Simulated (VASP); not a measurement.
# Al (C2/m) in VASP: single point with PBEsol

Aim: the single point of Al with PBEsol.

All numbers are computed with VASP 6.6.1; they aren't measurements. Logs are shortened: lines on timing, memory, paths and dates and some standing lists are left out, and cuts for length are marked.

**1. The cell of the first run**

The typed cell holds 4 atoms: a = 4.049 Å, b = 4.886 Å, c = 4.887 Å, α = 48.83°, β = 65.51°, γ = 65.53°.

**2. Single point, PBEsol**

INCAR

```
PREC = Accurate ; ENCUT = 520
EDIFF = 1E-6 ; ISMEAR = 0
SIGMA = 0.15 ; LREAL = F
LASPH = T ; NELM = 80
ALGO = Fast ; ISIF = 2
LWAVE = F ; LCHARG = T
GGA = PS ; LELF = T
LVHAR = T ; NBANDS = 14
```

KPOINTS

```
regular mesh
0
Gamma
  10 10 10
```

POSCAR

```
Al
1.0
    0.0000119341     -2.8623197754      2.8641750076
    3.9619277530     -2.8587642668      0.0035674427
    3.9619227981     -0.0035723976      2.8606145442
Al
4
Direct
   -0.0000008124      0.0000002458      0.0000003267
    0.2499998385      0.2499990752      0.2499997845
    0.4999998128      0.5000013097      0.5000003588
    0.7500011611      0.7499993693      0.7499995301
```

Potentials or basis: VASP PAW PBE potentials, release 64 (Al).

Run with:

```sh
> cat potpaw_PBE.64/Al/POTCAR > POTCAR
> mpirun -np 1 vasp_std > vasp.out
```

OUTCAR:

```text
PREC = Accurate
   ENCUT = 520
   EDIFF = 1E-6
   ISMEAR = 0
   LREAL = F
   LASPH = T
   NELM = 80
   ISIF = 2
   GGA = PS

 ion  position               nearest neighbor table
   1  1.000  0.000  0.000-   4 2.83   4 2.83   2 2.83   2 2.83   2 2.83   4 2.83   2 2.83   4 2.83
                             3 2.86   3 2.86   3 2.86   3 2.86
   2  0.250  0.250  0.250-   3 2.83   3 2.83   1 2.83   1 2.83   1 2.83   3 2.83   1 2.83   3 2.83
                             4 2.86   4 2.86   4 2.86   4 2.86
   3  0.500  0.500  0.500-   2 2.83   2 2.83   4 2.83   4 2.83   4 2.83   2 2.83   4 2.83   2 2.83
                             1 2.86   1 2.86   1 2.86   1 2.86
   4  0.750  0.750  0.750-   1 2.83   1 2.83   3 2.83   3 2.83   3 2.83   3 2.83   1 2.83   1 2.83
                             2 2.86   2 2.86   2 2.86   2 2.86

  LATTYP: Found a base centered monoclinic cell.
 ALAT       =     5.7175160877
 B/A-ratio  =     1.3858882940
 C/A-ratio  =     0.7064541775
 COS(beta)  =    -0.7059947178

  Lattice vectors:

 A1 = (  -3.9619277530,   2.8587642668,  -0.0035674427)
 A2 = (   3.9619108640,   2.8587473778,  -0.0035604634)
 A3 = (   0.0000049549,  -2.8551918692,  -2.8570471015)

Analysis of symmetry for initial positions (statically):
=====================================================================
 Subroutine PRICEL returns following result:

  LATTYP: Found a base centered monoclinic cell.
 ALAT       =     4.0391631250
 B/A-ratio  =     0.9808796421
 C/A-ratio  =     0.7077592525
 COS(beta)  =    -0.7059945637

  Lattice vectors:

 A1 = (   1.9809639628,   1.4275902270,   1.4285249865)
 A2 = (  -1.9809689177,   1.4276016422,   1.4285221150)
 A3 = (  -0.0000051275,  -2.8587528517,   0.0035645712)

   4 primitive cells build up your supercell.

 Routine SETGRP: Setting up the symmetry group for a
 base centered monoclinic supercell.

 Subroutine GETGRP returns: Found  4 space group operations
 (whereof  4 operations were pure point group operations)
 out of a pool of  4 trial point group operations.

The static configuration has the point symmetry C_2h.

Analysis of symmetry for dynamics (positions and initial velocities):
=====================================================================
 Subroutine PRICEL returns following result:

  LATTYP: Found a base centered monoclinic cell.
 ALAT       =     4.0391631250
 B/A-ratio  =     0.9808796421
 C/A-ratio  =     0.7077592525
 COS(beta)  =    -0.7059945637

  Lattice vectors:

 A1 = (   1.9809639628,   1.4275902270,   1.4285249865)
 A2 = (  -1.9809689177,   1.4276016422,   1.4285221150)
 A3 = (  -0.0000051275,  -2.8587528517,   0.0035645712)

   4 primitive cells build up your supercell.

 Routine SETGRP: Setting up the symmetry group for a
 base centered monoclinic supercell.

 Subroutine GETGRP returns: Found  4 space group operations
 (whereof  4 operations were pure point group operations)
 out of a pool of  4 trial point group operations.

The dynamic configuration has the point symmetry C_2h.

 Subroutine INISYM returns: Found  4 space group operations
 (whereof  4 operations are pure point group operations),
 and found     4 'primitive' translations

----------------------------------------------------------------------------------------

                                     Primitive cell

  volume of cell :      16.1999

  direct lattice vectors                    reciprocal lattice vectors
     1.980963963  1.427590227  1.428524986     0.252401803  0.000435434  0.349577017
    -1.980968918  1.427601642  1.428522115    -0.252402307  0.000436337  0.349575239
    -0.000005127 -2.858752852  0.003564571    -0.000001260 -0.349367544  0.349140681

  length of vectors
     2.828942508  2.828950288  2.858755074     0.431173921  0.431172776  0.493919929

  position of ions in fractional coordinates (direct lattice)
     0.000006503  0.999991656  0.000000592

  ion indices of the primitive-cell ions
   primitive index   ion index
                 1           1

----------------------------------------------------------------------------------------

 KPOINTS: regular mesh

Automatic generation of k-mesh.
 Grid dimensions read from file:
 generate k-points for:   10   10   10

 Generating k-lattice:

  Cartesian coordinates                     Fractional coordinates (reciprocal lattice)
    -0.012620199 -0.017468400  0.017457035     0.100000000  0.000000000  0.000000000
     0.012620124 -0.017511907 -0.017500616     0.000000000  0.100000000  0.000000000
     0.012620168  0.017511981  0.017500585    -0.000000000 -0.000000000  0.100000000

  Length of vectors
     0.027733779  0.027788594  0.027788642

  Shift w.r.t. Gamma in fractional coordinates (k-lattice)
     0.000000000  0.000000000  0.000000000

 Subroutine IBZKPT returns following result:
 ===========================================

 Found    282 irreducible k-points:

 Following reciprocal coordinates:
            Coordinates               Weight
  0.000000  0.000000  0.000000      1.000000
  0.100000  0.000000  0.000000      4.000000
  0.200000  0.000000  0.000000      4.000000
  0.300000 -0.000000  0.000000      4.000000
  0.400000  0.000000  0.000000      4.000000
  0.500000  0.000000  0.000000      2.000000
[... 16 lines left out ...]
 -0.400000  0.200000  0.000000      4.000000
 -0.300000  0.200000  0.000000      4.000000
 [... further k-points ...]
   k-points           NKPTS =    282   k-points in BZ     NKDIM =    282   number of bands    NBANDS=     14
   number of dos      NEDOS =    301   number of ions     NIONS =      4
   total plane-waves  NPLWV =  38880
   dimension x,y,z NGX =    30 NGY =   36 NGZ =   36
   dimension x,y,z NGXF=    60 NGYF=   72 NGZF=   72
   ions per type =               4
   NGX,Y,Z   is equivalent  to a cutoff of  12.32, 12.25, 12.25 a.u.
   NGXF,Y,Z  is equivalent  to a cutoff of  24.63, 24.50, 24.49 a.u.
 SYSTEM =  unknown system
   PREC   = accura    normal or accurate (medium, high low for compatibility)
   ISTART =      0    job   : 0-new  1-cont  2-samecut
   ICHARG =      2    charge: 1-file 2-atom 10-const
   ISPIN  =      1    spin polarized calculation?
   LNONCOLLINEAR =      F non collinear calculations
   LSORBIT =      F    spin-orbit coupling
   LASPH  =      T    aspherical Exc in radial PAW
   ENCUT  =  520.0 eV  38.22 Ry    6.18 a.u.   7.53  9.08  9.09*2*pi/ulx,y,z
   NELM   =     80;   NELMIN=  2; NELMDL= -5     # of ELM steps
   EDIFF  = 0.1E-05   stopping-criterion for ELM
   LREAL  =      F    real-space projection
   EDIFFG = 0.1E-04   stopping-criterion for IOM
   NSW    =      0    number of steps for IOM
   IBRION =     -1    ionic relax: 0-MD 1-quasi-New 2-CG
   NFREE  =      0    steps in history (QN), initial steepest desc. (CG)
   ISIF   =      2    stress and relaxation
   ISYM   =      2    0-nonsym 1-usesym 2-fastsym
   POTIM  = 0.5000    time-step for ionic-motion
   TEBEG  =    0.0;   TEEND  =   0.0 temperature during run
   PSTRESS=    0.0 pullay stress
   NELECT =      12.0000    total number of electrons
   NUPDOWN=      -1.0000    fix difference up-down
   EMIN   =  10.00;   EMAX   =-10.00  energy-range for DOS
   EFERMI =   0.00;   METHOD = LEGACY
   ISMEAR =     0;   SIGMA  =   0.15  broadening in eV -4-tet -1-fermi 0-gaus
   EFERMI_NEDOS =   21; number of points for ismear=-14 and -15
   IALGO  =     68    algorithm
   IMIX   =      4    mixing-type and parameters
     AMIX     =   0.40;   BMIX     =  1.00
     AMIX_MAG =   1.60;   BMIX_MAG =  1.00
  volume/ion in A,a.u.               =      16.20       109.32
  Fermi-wavevector in a.u.,A,eV,Ry     =   0.933136  1.763371 11.847176  0.870743
  Thomas-Fermi vector in A             =   2.059806
   LORBIT       =      0    0 simple, 1 ext, 2 COOP (PROOUT), +10 PAW based schemes
   GGA     = PS    functional components
   LHFCALC =     F    Hartree Fock is set to
   AEXX    =    0.0000 exact exchange contribution
   IVDW    =     0    specifies the selected vdW correction
   LEPSILON=     F    determine dielectric tensor
   LRPA    =     F    only Hartree local field effects (RPA)
 non-spin polarized calculation
 RMM-DIIS sequential band-by-band and
 Gauss-broadening in eV      SIGMA  =   0.15
  energy-cutoff  :      520.00
  volume of cell :       64.80
 maximum number of plane-waves:      1782
   NGX = 15   NGY = 19   NGZ = 19

 number of electron      12.0000000 magnetization

 Free energy of the ion-electron system (eV)
  ---------------------------------------------------
  ext. energy  EPLUGINS =         0.00000000
  ---------------------------------------------------
  free energy    TOTEN  =       -16.36595750 eV

  energy without entropy =      -16.34510983  energy(sigma->0) =      -16.35553367

 E-fermi :   8.1473     XC(G=0): -10.3239

 val. band max:        8.1431338586   @ k =   0.1000  -0.2000   0.1000
 cond. band min:       8.1527224288   @ k =   0.2000  -0.0000   0.2000
 fundamental gap:      0.0095885702
 Fermi energy:         8.1473143380

 k-point     1 :       0.0000    0.0000    0.0000
  band No.  band energies     occupation
      1      -3.1150      2.00000
      2       5.3845      2.00000
      3       6.8134      2.00000
      4       7.2170      2.00000
      5       7.2171      2.00000
      6       7.2520      2.00000
      7       7.2521      2.00000
      8       8.1849      0.72291
      9       8.1849      0.72287
     10       9.2726      0.00000
     11       9.2726      0.00000
     12      13.2403      0.00000
     13      13.5471      0.00000
     14      13.5762      0.00000

 k-point     2 :       0.1000    0.0000    0.0000
  band No.  band energies     occupation
      1      -3.0012      2.00000
      2       5.0571      2.00000
      3       5.7384      2.00000
      4       6.5983      2.00000
      5       6.9245      2.00000
      6       7.3493      2.00000
      7       7.7884      1.99928
      8       8.3517      0.05394
      9       8.9394      0.00000
     10       9.8664      0.00000
     11      10.4571      0.00000
     12      11.8286      0.00000
     13      13.0107      0.00000
     14      15.1748      0.00000

 k-point     3 :       0.2000    0.0000    0.0000
  band No.  band energies     occupation
      1      -2.6604      2.00000
      2       3.9682      2.00000
      3       4.5908      2.00000
      4       5.7311      2.00000
      5       6.8058      2.00000
      6       8.2804      0.20943
      7       8.4337      0.00693
      8       8.5344      0.00026
      9       9.9117      0.00000
     10      10.4827      0.00000
     11      11.1336      0.00000
     12      11.9724      0.00000
     13      12.7148      0.00000
     14      17.1497      0.00000

 k-point     4 :       0.3000   -0.0000    0.0000
  band No.  band energies     occupation
      1      -2.0942      2.00000
      2       2.3491      2.00000
      3       4.2714      2.00000
      4       5.0296      2.00000
      5       6.8956      2.00000
      6       8.3781      0.02957
      7       9.3455      0.00000
      8       9.4904      0.00000
      9       9.7062      0.00000
     10      10.9449      0.00000
     11      11.0270      0.00000
     12      12.7796      0.00000
     13      15.0822      0.00000
     14      15.3976      0.00000

 k-point     5 :       0.4000    0.0000    0.0000
  band No.  band energies     occupation
      1      -1.3055      2.00000
      2       0.9225      2.00000
      3       4.1479      2.00000
      4       4.5269      2.00000
      5       7.1941      2.00000
      6       8.4185      0.01055
      7       8.6829      0.00000
      8       9.8467      0.00000
      9      10.6566      0.00000
     10      11.5698      0.00000
     11      12.1215      0.00000
[... 276 lines left out ...]
 k-point    22 :       0.5000    0.2000    0.0000
  band No.  band energies     occupation
      1      -0.3110      2.00000
      2       0.6075      2.00000
      3       3.3278      2.00000
      4       4.8929      2.00000
      5       5.8109      2.00000
      6       6.0051      2.00000
      7       8.4489      0.00447
      8      11.0242      0.00000
      9      11.3527      0.00000
     10      12.1065      0.00000
     11      12.7451      0.00000
     12      15.2397      0.00000
     13      15.7278      0.00000
     14      16.1061      0.00000

 k-point    23 :      -0.4000    0.2000    0.0000
  band No.  band energies     occupation
      1      -0.4855      2.00000
      2       0.8185      2.00000
      3       3.1590      2.00000
      4       4.2903      2.00000
      5       6.2152      2.00000
      6       6.4513      2.00000
      7       9.5789      0.00000
      8       9.9534      0.00000
      9      11.2698      0.00000
     10      13.2555      0.00000
     11      13.4671      0.00000
     12      14.0345      0.00000
     13      14.4914      0.00000
     14      15.8074      0.00000

 k-point    24 :      -0.3000    0.2000    0.0000
  band No.  band energies     occupation
      1      -1.3624      2.00000
      2       2.1558      2.00000
      3       3.2050      2.00000
      4       3.8948      2.00000
      5       6.6316      2.00000
      6       7.2978      2.00000
      7       8.3241      0.09561
      8      10.9093      0.00000
      9      11.6492      0.00000
     10      12.2228      0.00000
     11      12.4828      0.00000
     12      14.1444      0.00000
     13      15.0126      0.00000
     14      15.2293      0.00000

 [... further k-points ...]
[... 5 lines left out ...]
  --------------------------------------------------------------------------------------
  -------------------------------------------------------------------------------------
  Total        0.0549095      0.0144822      0.0046013     -0.0000002     -0.0015130      0.0000001
  in kB        1.3576483      0.3580753      0.1137682     -0.0000040     -0.0374104      0.0000014
  external PRESSURE =       0.6098306 kB  Pullay stress =       0.0000000 kB

 VOLUME and BASIS-vectors are now :
 -----------------------------------------------------------------------------
  energy-cutoff  :      520.00
  volume of cell :       64.80
      direct lattice vectors                 reciprocal lattice vectors
     0.000011934 -2.862319775  2.864175008    -0.126201986 -0.174684001  0.174570351
     3.961927753 -2.858764267  0.003567443     0.126201241 -0.175119065 -0.175006160
     3.961922798 -0.003572398  2.860614544     0.126201679  0.175119811  0.175005853

 POSITION                                       TOTAL-FORCE (eV/Angst)
 -----------------------------------------------------------------------------------
      0.00001     -2.86232      2.86417         0.000000     -0.000000     -0.000000
      1.98096     -1.43116      1.43209         0.000000      0.000000      0.000000
      3.96194     -2.86233      2.86418        -0.000000      0.000000      0.000000
      5.94289     -4.29349      4.29627         0.000000     -0.000000     -0.000000
 -----------------------------------------------------------------------------------
    total drift:                                0.000000      0.000000      0.000000

  FREE ENERGIE OF THE ION-ELECTRON SYSTEM (eV)
  ---------------------------------------------------
  free  energy   TOTEN  =       -16.3659575043 eV

  energy  without entropy=      -16.3451098322  energy(sigma->0) =      -16.35553367
```

Wall time 1.9 min (1 thread of Intel Xeon 6975P-C (Granite Rapids), shared host); peak memory 0.32 GiB.

Results:

* Free energy: -16.3660 eV
* Pressure: 0.1 GPa
* Band gap on the k mesh: zero (bands 6 and 7 overlap by 4.03 eV)

Caveat: the PAW data sets were made with another functional, which shifts forces and pressure a little.
